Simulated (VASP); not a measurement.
# SnSe2 in VASP: notebook, part 2 of 2

VASP 6.6.1. The steps go on from the part before.

## Step 3: Relaxation of cell and atoms, LDA

This run uses another cell than the first one.

Contents of INCAR:

```
ALGO     = Normal         # electronic algorithm
EDIFF    = 1E-7           # SCF threshold, eV
EDIFFG   = -0.005         # ionic threshold
ENCUT    = 600            # plane-wave cutoff, eV
IBRION   = 2              # ionic algorithm
ISIF     = 3              # what is computed and relaxed
ISMEAR   = 0              # smearing method
KPAR     = 4            
LASPH    = T              # aspherical terms in the spheres
LATTICE_CONSTRAINTS= .TRUE. .TRUE. .FALSE.
LCHARG   = F              # write CHGCAR
LREAL    = F              # projectors in reciprocal space
LWAVE    = F              # write WAVECAR
NELM     = 80             # most SCF steps
NSW      = 90             # ionic steps
PREC     = Accurate       # precision mode
SIGMA    = 0.03           # smearing width, eV
```

Contents of KPOINTS:

```
k-points
0
Gamma
  9 9 1
```

Contents of POSCAR:

```
SnSe2                                   
1.0
    3.7981493143     -0.0000000000      0.0000000000
   -1.8990746571      3.2892937897      0.0000000000
    0.0000000000      0.0000000000     39.4637280000
  Se              Sn            
     8     4
Direct
     0.6666666699999979    0.3333333300000021    0.2367592446729525
     0.3333333300000021    0.6666666699999979    0.3166155065099589
     0.6666666699999979    0.3333333300000021    0.3851062336828716
     0.3333333300000021    0.6666666699999979    0.4651981574192672
     0.6666666699999979    0.3333333300000021    0.5348018425807330
     0.3333333300000021    0.6666666699999979    0.6148937663171287
     0.6666666699999979    0.3333333300000021    0.6833844934900409
     0.3333333300000021    0.6666666699999979    0.7632407553270472
     0.0000000000000000    0.0000000000000000    0.2765558159649519
     0.0000000000000000    0.0000000000000000    0.4251565740805632
     0.0000000000000000    0.0000000000000000    0.5748434259194369
     0.0000000000000000    0.0000000000000000    0.7234441840350487
```

Potentials or basis: VASP PAW LDA potentials, release 64 (Se, Sn_d).

Run with:

```bash
$ cat potpaw_LDA.64/Se/POTCAR potpaw_LDA.64/Sn_d/POTCAR > POTCAR
$ mpirun -np 4 vasp_std > vasp.out
```

OUTCAR:

```text
EDIFF = 1E-7
   EDIFFG = -0.005
   ENCUT = 600
   IBRION = 2
   ISIF = 3
   ISMEAR = 0
   LASPH = T
   LREAL = F
   NELM = 80
   NSW = 90
   PREC = Accurate

 ion  position               nearest neighbor table
   1  0.667  0.333  0.237-   9 2.70   9 2.70   9 2.70
   2  0.333  0.667  0.317-   9 2.70   9 2.70   9 2.70
   3  0.667  0.333  0.385-  10 2.70  10 2.70  10 2.70
   4  0.333  0.667  0.465-  10 2.70  10 2.70  10 2.70
   5  0.667  0.333  0.535-  11 2.70  11 2.70  11 2.70
   6  0.333  0.667  0.615-  11 2.70  11 2.70  11 2.70
[... 997 lines left out ...]
 -----------------------------------------------------------------------------
  energy-cutoff  :      600.00
  volume of cell :      493.03
      direct lattice vectors                 reciprocal lattice vectors
     3.798149314  0.000000000  0.000000000     0.263286121  0.152008313  0.000000000
    -1.899074657  3.289293790  0.000000000     0.000000000  0.304016626  0.000000000
     0.000000000  0.000000000 39.463728000     0.000000000  0.000000000  0.025339725

 POSITION                                       TOTAL-FORCE (eV/Angst)
 -----------------------------------------------------------------------------------
      1.89907      1.09643      9.34340        -0.000000     -0.000000     -0.003612
     -0.00000      2.19286     12.49483         0.000000      0.000000      0.002191
      1.89907      1.09643     15.19773        -0.000000      0.000000     -0.000836
     -0.00000      2.19286     18.35845        -0.000000      0.000000     -0.002281
      1.89907      1.09643     21.10527         0.000000      0.000000      0.002281
     -0.00000      2.19286     24.26600         0.000000     -0.000000      0.000836
      1.89907      1.09643     26.96890         0.000000      0.000000     -0.002191
     -0.00000      2.19286     30.12033         0.000000      0.000000      0.003612
      0.00000      0.00000     10.91392        -0.000000     -0.000000      0.001962
      0.00000      0.00000     16.77826        -0.000000      0.000000      0.003153
      0.00000      0.00000     22.68546        -0.000000      0.000000     -0.003153
      0.00000      0.00000     28.54980        -0.000000      0.000000     -0.001962
 -----------------------------------------------------------------------------------
    total drift:                               -0.000000     -0.000000     -0.000000

  FREE ENERGIE OF THE ION-ELECTRON SYSTEM (eV)
  ---------------------------------------------------
  free  energy   TOTEN  =       -55.0184658798 eV

  energy  without entropy=      -55.0184658798  energy(sigma->0) =      -55.01846588

 reached required accuracy - stopping structural energy minimisation
```

Wall time 2.8 min (4 MPI ranks of AMD EPYC 9R14 (Zen 4), shared host); peak memory 0.66 GiB.

What came out:

```yaml
Free_energy: -55.0185 eV
Largest_force_after_relaxing: 0.004 eV/Å
Band_gap_on_the_k_mesh: 0.43 eV (least direct gap 0.78 eV)
```

Forces on the atoms (eV/Å):
```
Se   0.000  0.000 -0.004
Se   0.000  0.000  0.002
Se   0.000  0.000 -0.001
Se   0.000  0.000 -0.002
Se   0.000  0.000  0.002
Se   0.000  0.000  0.001
Se   0.000  0.000 -0.002
Se   0.000  0.000  0.004
Sn   0.000  0.000  0.002
Sn   0.000  0.000  0.003
Sn   0.000  0.000 -0.003
Sn   0.000  0.000 -0.002
```

Final structure:
```yaml
crystal:
  lattice:
    - [3.79815, 0.00000, 0.00000]
    - [-1.89907, 3.28929, 0.00000]
    - [0.00000, 0.00000, 39.46373]
  atoms:
    - { symbol: Se, position: [0.66667, 0.33333, 0.23676] }
    - { symbol: Se, position: [0.33333, 0.66667, 0.31662] }
    - { symbol: Se, position: [0.66667, 0.33333, 0.38511] }
    - { symbol: Se, position: [0.33333, 0.66667, 0.46520] }
    - { symbol: Se, position: [0.66667, 0.33333, 0.53480] }
    - { symbol: Se, position: [0.33333, 0.66667, 0.61489] }
    - { symbol: Se, position: [0.66667, 0.33333, 0.68338] }
    - { symbol: Se, position: [0.33333, 0.66667, 0.76324] }
    - { symbol: Sn, position: [0.00000, 0.00000, 0.27656] }
    - { symbol: Sn, position: [0.00000, 0.00000, 0.42516] }
    - { symbol: Sn, position: [0.00000, 0.00000, 0.57484] }
    - { symbol: Sn, position: [0.00000, 0.00000, 0.72344] }
```

Levels at points of the mesh, in eV from the valence-band top:
```tsv
k point	band 49	band 50	band 51	band 52	band 53	band 54	band 55	band 56
(0.00, 0.00, 0.00)	-0.29	-0.29	-0.24	-0.24	0.89	1.40	1.94	2.34
```

Caveat: the relaxation stopped at its first step, so nothing moved; spin-orbit coupling is left out, which moves the levels of the heavy elements.
